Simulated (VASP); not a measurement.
# Zn5CdS6 (P31m) in VASP: single point with PBE

Aim: the single point of Zn5CdS6 with PBE.

All numbers are computed with VASP 6.6.1; they aren't measurements. Logs are shortened: lines on timing, memory, paths and dates and some standing lists are left out, and cuts for length are marked.

### Step 1. The cell of the first run

Symmetry: P31m, No. 157, trigonal system. Conventional cell: a = 6.758 Å, b = 6.758 Å, c = 6.387 Å, α = 90.00°, β = 90.00°, γ = 120.00°. Within 3.1 Å of Zn (site symmetry m) lie 4 S at 2.36 to 2.38 Å. Zn (site symmetry 3) has 4 S at 2.34 to 2.37 Å within 3.1 Å. Cd (site symmetry 3m) has 4 S at 2.54 to 2.56 Å within 3.4 Å. Within 3.1 Å of S (site symmetry m) lie 3 Zn at 2.34 to 2.36 Å and 1 Cd at 2.54 Å. S (site symmetry 3m) has 3 Zn at 2.38 Å and 1 Cd at 2.56 Å within 3.1 Å. S (site symmetry 3) has 4 Zn at 2.37 to 2.38 Å within 3.1 Å.

### Step 2. Single point, PBE

Contents of POSCAR:

```
Zn5CdS6
1.0
    6.7584826947      0.0000000289      0.0000000000
   -3.3792413723      5.8530176902      0.0000000000
    0.0000000000      0.0000000000      6.3871778000
Zn Cd S
5 1 6
Direct
    0.6605510000      0.0000000000      0.9996030000
    0.3394490000      0.3394490000      0.9996030000
    0.0000000000      0.6605510000      0.9996030000
    0.6666666667      0.3333333333      0.5003830000
    0.3333333333      0.6666666667      0.5003830000
    0.0000000000      0.0000000000      0.5007160000
    0.6453990000      0.0000000000      0.3689550000
    0.3546010000      0.3546010000      0.3689550000
    0.0000000000      0.6453990000      0.3689550000
    0.0000000000      0.0000000000      0.9007390000
    0.6666666667      0.3333333333      0.8710520000
    0.3333333333      0.6666666667      0.8710520000
```

Contents of INCAR.step1:

```
PREC = Accurate ; ENCUT = 520
EDIFF = 1E-6 ; ISMEAR = 0
SIGMA = 0.02 ; LREAL = F
LASPH = T ; NELM = 100
ALGO = Normal ; ISIF = 2
LWAVE = F ; LCHARG = T
GGA = PE ; NBANDS = 66
```

Contents of KPOINTS.step1:

```
regular mesh
0
Gamma
  6 6 4
```

Contents of INCAR.step2:

```
PREC = Accurate ; ENCUT = 520
EDIFF = 1E-6 ; ISMEAR = -5
SIGMA = 0.02 ; LREAL = F
LASPH = T ; NELM = 100
ALGO = Normal ; ISIF = 2
LWAVE = F ; LCHARG = F
GGA = PE ; LORBIT = 11
NEDOS = 1001 ; ICHARG = 11
```

Contents of KPOINTS.step2:

```
regular mesh
0
Gamma
  9 9 6
```

Potentials or basis: VASP PAW PBE potentials, release 64 (Zn, Cd, S).

Run with:

```sh
> cat potpaw_PBE.64/Zn/POTCAR potpaw_PBE.64/Cd/POTCAR potpaw_PBE.64/S/POTCAR > POTCAR
> cp INCAR.step1 INCAR
> cp KPOINTS.step1 KPOINTS
> mpirun -np 1 vasp_std > vasp.out
> cp INCAR.step2 INCAR
> cp KPOINTS.step2 KPOINTS
> mpirun -np 1 vasp_std > vasp.out
```

OUTCAR:

```text
PREC = Accurate
   ENCUT = 520
   EDIFF = 1E-6
   ISMEAR = -5
   LREAL = F
   LASPH = T
   NELM = 100
   ISIF = 2
   GGA = PE
   LORBIT = 11
   ICHARG = 11

 ion  position               nearest neighbor table
   1  0.661  0.000  1.000-   7 2.36  11 2.38  12 2.38  10 2.38
   2  0.339  0.339  1.000-   8 2.36  12 2.38  11 2.38  10 2.38
   3  0.000  0.661  1.000-   9 2.36  12 2.38  11 2.38  10 2.38
   4  0.667  0.333  0.500-   7 2.34   9 2.34   8 2.34  11 2.37
   5  0.333  0.667  0.500-   9 2.34   7 2.34   8 2.34  12 2.37
   6  0.000  0.000  0.501-   9 2.54   7 2.54   8 2.54  10 2.56
   7  0.645  0.000  0.369-   4 2.34   5 2.34   1 2.36   6 2.54
   8  0.355  0.355  0.369-   5 2.34   4 2.34   2 2.36   6 2.54
   9  0.000  0.645  0.369-   5 2.34   4 2.34   3 2.36   6 2.54
  10  0.000  0.000  0.901-   3 2.38   1 2.38   2 2.38   6 2.56
  11  0.667  0.333  0.871-   4 2.37   1 2.38   3 2.38   2 2.38
  12  0.333  0.667  0.871-   5 2.37   3 2.38   1 2.38   2 2.38

  LATTYP: Found a hexagonal cell.
 ALAT       =     6.7584826947
 C/A-ratio  =     0.9450609092

  Lattice vectors:

 A1 = (   6.7584826947,   0.0000000289,   0.0000000000)
 A2 = (  -3.3792413723,   5.8530176902,   0.0000000000)
 A3 = (   0.0000000000,   0.0000000000,   6.3871778000)

Analysis of symmetry for initial positions (statically):
=====================================================================
 Subroutine PRICEL returns:
 Original cell was already a primitive cell.

 Routine SETGRP: Setting up the symmetry group for a
 hexagonal supercell.

 Subroutine GETGRP returns: Found  6 space group operations
 (whereof  6 operations were pure point group operations)
 out of a pool of 24 trial point group operations.

The static configuration has the point symmetry C_3v.

Analysis of symmetry for dynamics (positions and initial velocities):
=====================================================================
 Subroutine PRICEL returns:
 Original cell was already a primitive cell.

 Routine SETGRP: Setting up the symmetry group for a
 hexagonal supercell.

 Subroutine GETGRP returns: Found  6 space group operations
 (whereof  6 operations were pure point group operations)
 out of a pool of 24 trial point group operations.

The dynamic configuration has the point symmetry C_3v.

 Subroutine INISYM returns: Found  6 space group operations
 (whereof  6 operations are pure point group operations),
 and found     1 'primitive' translations

----------------------------------------------------------------------------------------

                                     Primitive cell

  volume of cell :     252.6609

  direct lattice vectors                    reciprocal lattice vectors
     6.758482695  0.000000029  0.000000000     0.147962204  0.085426019  0.000000000
    -3.379241372  5.853017690  0.000000000    -0.000000001  0.170852037  0.000000000
     0.000000000  0.000000000  6.387177800     0.000000000  0.000000000  0.156563670

  length of vectors
     6.758482695  6.758482695  6.387177800     0.170852037  0.170852037  0.156563670

  position of ions in fractional coordinates (direct lattice)
     0.660551000  1.000000000  0.999603000
     0.339449000  0.339449000  0.999603000
     0.000000000  0.660551000  0.999603000
     0.666666667  0.333333333  0.500383000
     0.333333333  0.666666667  0.500383000
     0.000000000  0.000000000  0.500716000
     0.645399000  1.000000000  0.368955000
     0.354601000  0.354601000  0.368955000
     0.000000000  0.645399000  0.368955000
     0.000000000  0.000000000  0.900739000
     0.666666667  0.333333333  0.871052000
     0.333333333  0.666666667  0.871052000

  ion indices of the primitive-cell ions
   primitive index   ion index
                 1           1
                 2           2
                 3           3
                 4           4
                 5           5
                 6           6
                 7           7
[... 25 lines left out ...]
     0.000000000  0.000000000  0.000000000

 TETIRR: Found    925 inequivalent tetrahedra from     2916

 Subroutine IBZKPT returns following result:
 ===========================================

 Found     62 irreducible k-points:

 Following reciprocal coordinates:
            Coordinates               Weight
  0.000000  0.000000  0.000000      1.000000
  0.111111  0.000000  0.000000      6.000000
  0.222222  0.000000  0.000000      6.000000
  0.333333  0.000000  0.000000      6.000000
  0.444444  0.000000  0.000000      6.000000
  0.111111  0.111111  0.000000      6.000000
[... 16 lines left out ...]
 -0.111111  0.444444  0.166667     12.000000
  0.444444  0.111111  0.166667      6.000000
 [... further k-points ...]
   k-points           NKPTS =     62   k-points in BZ     NKDIM =     62   number of bands    NBANDS=     64
   number of dos      NEDOS =   1001   number of ions     NIONS =     12
   total plane-waves  NPLWV = 120000
   dimension x,y,z NGX =    50 NGY =   50 NGZ =   48
   dimension x,y,z NGXF=   100 NGYF=  100 NGZF=   96
   ions per type =               5   1   6
   NGX,Y,Z   is equivalent  to a cutoff of  12.30, 12.30, 12.49 a.u.
   NGXF,Y,Z  is equivalent  to a cutoff of  24.60, 24.60, 24.99 a.u.
 SYSTEM =  unknown system
   PREC   = accura    normal or accurate (medium, high low for compatibility)
   ISTART =      0    job   : 0-new  1-cont  2-samecut
   ICHARG =     11    charge: 1-file 2-atom 10-const
   ISPIN  =      1    spin polarized calculation?
   LNONCOLLINEAR =      F non collinear calculations
   LSORBIT =      F    spin-orbit coupling
   LASPH  =      T    aspherical Exc in radial PAW
   ENCUT  =  520.0 eV  38.22 Ry    6.18 a.u.  12.57 12.57 11.88*2*pi/ulx,y,z
   NELM   =    100;   NELMIN=  2; NELMDL=  0     # of ELM steps
   EDIFF  = 0.1E-05   stopping-criterion for ELM
   LREAL  =      F    real-space projection
   EDIFFG = 0.1E-04   stopping-criterion for IOM
   NSW    =      0    number of steps for IOM
   IBRION =     -1    ionic relax: 0-MD 1-quasi-New 2-CG
   NFREE  =      0    steps in history (QN), initial steepest desc. (CG)
   ISIF   =      2    stress and relaxation
   ISYM   =      2    0-nonsym 1-usesym 2-fastsym
   POTIM  = 0.5000    time-step for ionic-motion
   TEBEG  =    0.0;   TEEND  =   0.0 temperature during run
   PSTRESS=    0.0 pullay stress
   NELECT =     108.0000    total number of electrons
   NUPDOWN=      -1.0000    fix difference up-down
   EMIN   =  10.00;   EMAX   =-10.00  energy-range for DOS
   EFERMI =   0.00;   METHOD = LEGACY
   ISMEAR =    -5;   SIGMA  =   0.02  broadening in eV -4-tet -1-fermi 0-gaus
   EFERMI_NEDOS =   21; number of points for ismear=-14 and -15
   IALGO  =     38    algorithm
   IMIX   =      4    mixing-type and parameters
     AMIX     =   0.40;   BMIX     =  1.00
     AMIX_MAG =   1.60;   BMIX_MAG =  1.00
  volume/ion in A,a.u.               =      21.06       142.09
  Fermi-wavevector in a.u.,A,eV,Ry     =   1.233209  2.330427 20.691805  1.520805
  Thomas-Fermi vector in A             =   2.367949
   LORBIT       =     11    0 simple, 1 ext, 2 COOP (PROOUT), +10 PAW based schemes
   GGA     = PE    functional components
   LHFCALC =     F    Hartree Fock is set to
   AEXX    =    0.0000 exact exchange contribution
   IVDW    =     0    specifies the selected vdW correction
   LEPSILON=     F    determine dielectric tensor
   LRPA    =     F    only Hartree local field effects (RPA)
 non-spin polarized calculation
 Fermi weights with tetrahedron method with Bloechl corrections
  energy-cutoff  :      520.00
  volume of cell :      252.66
 maximum number of plane-waves:      6852

 number of electron     108.0000078 magnetization

 Free energy of the ion-electron system (eV)
  ---------------------------------------------------
  ext. energy  EPLUGINS =         0.00000000
  ---------------------------------------------------
  free energy    TOTEN  =       -40.30923070 eV

  energy without entropy =      -40.30923070  energy(sigma->0) =      -40.30923070

 E-fermi :   1.7642     XC(G=0):  -9.4284

 val. band max:        1.7585604462   @ k =   0.0000   0.0000   0.0000
 cond. band min:       3.5980148020   @ k =   0.0000   0.0000   0.0000
 fundamental gap:      1.8394543558
 Fermi energy:         1.7642316237

 k-point     1 :       0.0000    0.0000    0.0000
  band No.  band energies     occupation
      1     -11.1065      2.00000
      2     -10.3009      2.00000
      3     -10.1169      2.00000
      4     -10.1093      2.00000
      5     -10.1092      2.00000
      6     -10.0741      2.00000
[... 1597 lines left out ...]
     63       7.5690      0.00000
     64       7.7268      0.00000

 [... further k-points ...]

------------------------ aborting loop because EDIFF is reached ----------------------------------------

  FORCE on cell =-STRESS in cart. coord.  units (eV):
  Direction    XX          YY          ZZ          XY          YZ          ZX
  --------------------------------------------------------------------------------------
  -------------------------------------------------------------------------------------
  Total        0.3545901      0.3545901      0.3846892      0.0000000      0.0000000      0.0000000
  in kB        2.2485321      2.2485321      2.4393973      0.0000000      0.0000000      0.0000000
  external PRESSURE =       2.3121538 kB  Pullay stress =       0.0000000 kB

 VOLUME and BASIS-vectors are now :
 -----------------------------------------------------------------------------
  energy-cutoff  :      520.00
  volume of cell :      252.66
      direct lattice vectors                 reciprocal lattice vectors
     6.758482695  0.000000029  0.000000000     0.147962204  0.085426019  0.000000000
    -3.379241372  5.853017690  0.000000000    -0.000000001  0.170852037  0.000000000
     0.000000000  0.000000000  6.387177800     0.000000000  0.000000000  0.156563670

 POSITION                                       TOTAL-FORCE (eV/Angst)
 -----------------------------------------------------------------------------------
      4.46432      0.00000      6.38464        -0.001892     -0.000000     -0.006356
      1.14708      1.98680      6.38464         0.000946      0.001638     -0.006356
     -2.23216      3.86622      6.38464         0.000946     -0.001638     -0.006356
      3.37924      1.95101      3.19604         0.000000      0.000000      0.010942
     -0.00000      3.90201      3.19604        -0.000000      0.000000      0.010942
      0.00000      0.00000      3.19816        -0.000000      0.000000     -0.000448
      4.36192      0.00000      2.35658        -0.009891     -0.000000     -0.009495
      1.19828      2.07549      2.35658         0.004945      0.008566     -0.009495
     -2.18096      3.77753      2.35658         0.004945     -0.008566     -0.009495
      0.00000      0.00000      5.75318         0.000000     -0.000000      0.017566
      3.37924      1.95101      5.56356         0.000000     -0.000000      0.004275
     -0.00000      3.90201      5.56356        -0.000000      0.000000      0.004275
 -----------------------------------------------------------------------------------
    total drift:                                0.000002      0.000003     -0.001238

  FREE ENERGIE OF THE ION-ELECTRON SYSTEM (eV)
  ---------------------------------------------------
  free  energy   TOTEN  =       -40.3092307033 eV

  energy  without entropy=      -40.3092307033  energy(sigma->0) =      -40.30923070

 total charge

# of ion       s       p       d       tot
------------------------------------------
    1        0.506   0.438   9.797  10.740
    2        0.506   0.438   9.797  10.740
    3        0.506   0.438   9.797  10.740
    4        0.515   0.467   9.800  10.782
    5        0.515   0.467   9.800  10.782
    6        0.423   0.318   9.563  10.304
    7        1.318   2.425   0.000   3.743
    8        1.318   2.425   0.000   3.743
    9        1.318   2.425   0.000   3.743
   10        1.318   2.410   0.000   3.728
   11        1.316   2.415   0.000   3.732
   12        1.316   2.415   0.000   3.732
--------------------------------------------------
tot         10.876  17.081  58.553  86.510
```

It took 29 min on 1 thread of Oxide Virtual Turin-like, shared host; peak memory 0.82 GiB.

What came out:

| Quantity | Value |
| --- | --- |
| Valence electrons inside the program's atomic spheres | Zn 10.74, 10.78 (each value once); Cd 10.30; S 3.74, 3.73 (each value once) |
